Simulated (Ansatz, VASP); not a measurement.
**Sc3Cu: VASP beside Ansatz**

```xyz
4
Lattice="0.0000 3.3968 3.3968 3.3968 0.0000 3.3968 3.3968 3.3968 0.0000" Properties=species:S:1:pos:R:3 pbc="T T T"
Sc    1.6984    1.6984    1.6984
Sc    5.0953    5.0953    5.0953
Sc    3.3968    3.3968    3.3968
Cu    0.0000    0.0000    0.0000
```

Alike in both runs: task single point; functional PBE; k mesh 4 × 4 × 4; occupations gaussian, width 0.1 eV; no spin polarisation.

```csv
,VASP,Ansatz
version,VASP 6.6.1,Ansatz 0.2.0
potentials or method,"VASP PAW PBE potentials, release 64 (Sc_sv, Cu), cutoff 520 eV","scalar-relativistic, plane waves, PAW"
valence electrons in the cell,44,52
```

```tsv
	VASP	Ansatz	Ansatz less VASP
gap on the k mesh at the Fermi level (eV)	none	none	-
pressure (GPa)	3.5	3.3	-0.25
```

A gap of «none» marks a metal or a gap that the smearing closes. The functional is the same, so the differences come from potentials, cutoffs and numerics. VASP's potentials hold 44 valence electrons a cell and Ansatz's 52, so a difference there can come from the potentials and not from the codes.

The k mesh is coarse, so the values compare programs but aren't converged.
